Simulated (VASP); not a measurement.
Here is a VASP 6.6.1 calculation.

INCAR

```
ALGO     = Normal         # electronic algorithm
EDIFF    = 1E-7           # SCF threshold, eV
ENCUT    = 520            # plane-wave cutoff, eV
GGA      = PE             # functional
ISIF     = 2              # what is computed and relaxed
ISMEAR   = 0              # smearing method
LASPH    = True           # aspherical terms in the spheres
LCHARG   = False          # write CHGCAR
LREAL    = False          # projectors in reciprocal space
LWAVE    = False          # write WAVECAR
NBANDS   = 40             # bands
NELM     = 60             # most SCF steps
PREC     = Accurate       # precision mode
SIGMA    = 0.02           # smearing width, eV
```

KPOINTS

```
k-points
0
Gamma
  6 6 4
```

POSCAR

```
Hf2SiO6
1.0
    2.9971793986     -4.8948963160      0.0000000000
    2.9971793986      4.8948963160      0.0000000000
    0.0000000000      0.0000000000      6.4191514645
Hf Si O
2 1 6
Direct
    0.5000000000      0.0000000000      0.8207922819
    0.0000000000      0.5000000000      0.1792077181
    0.5000000000      0.5000000000      0.5000000000
    0.2009423463      0.7990576537      0.0000000000
    0.4388195305      0.2459157823      0.6470965054
    0.7540842177      0.5611804695      0.3529034946
    0.7990576537      0.2009423463      0.0000000000
    0.5611804695      0.7540842177      0.6470965054
    0.2459157823      0.4388195305      0.3529034946
```

Potentials or basis: VASP PAW PBE potentials, release 64 (Hf_pv, Si, O).

Launch:

```bash
$ cat potpaw_PBE.64/Hf_pv/POTCAR potpaw_PBE.64/Si/POTCAR potpaw_PBE.64/O/POTCAR > POTCAR
$ mpirun -np 1 vasp_std > vasp.out
```

Question: What does it give for the pressure?

Answer: -0.6 GPa.

Question: Predict the largest force.

Answer: 0.183 eV/Å.

Stress tensor (GPa, compression positive):
```
-0.55  0.00  0.00
 0.00 -0.68  0.00
 0.00  0.00 -0.64
```
